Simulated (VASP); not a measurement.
The system is C.

```
C
1.0
    -1.19400    1.19400    1.19400
     1.19400   -1.19400    1.19400
     1.19400    1.19400   -1.19400
C
1
Direct
  0.00000 0.00000 0.00000
```

Base run:

- Program: VASP 6.6.1
- Functional: r2SCAN
- Potentials or basis: VASP PAW PBE potentials, release 64 (C)
- Cutoff: 520 eV
- k mesh: 21 × 21 × 21
- Occupations: fermi-dirac, width 0.1 eV
- Spin: no spin polarisation

Its results: band gap on the k mesh zero (band 2 reaches 17.88 eV, above the bottom of band 3 at 3.14 eV); pressure -0.2 GPa.

The run is repeated on the same cell with these changes: k mesh from 21 × 21 × 21 to 30 × 30 × 30. What comes out?

Band gap on the k mesh zero (band 2 reaches 17.88 eV, above the bottom of band 3 at 3.14 eV); pressure 0.2 GPa.

Caveats: the PAW data sets were made with another functional, which shifts forces and pressure a little.
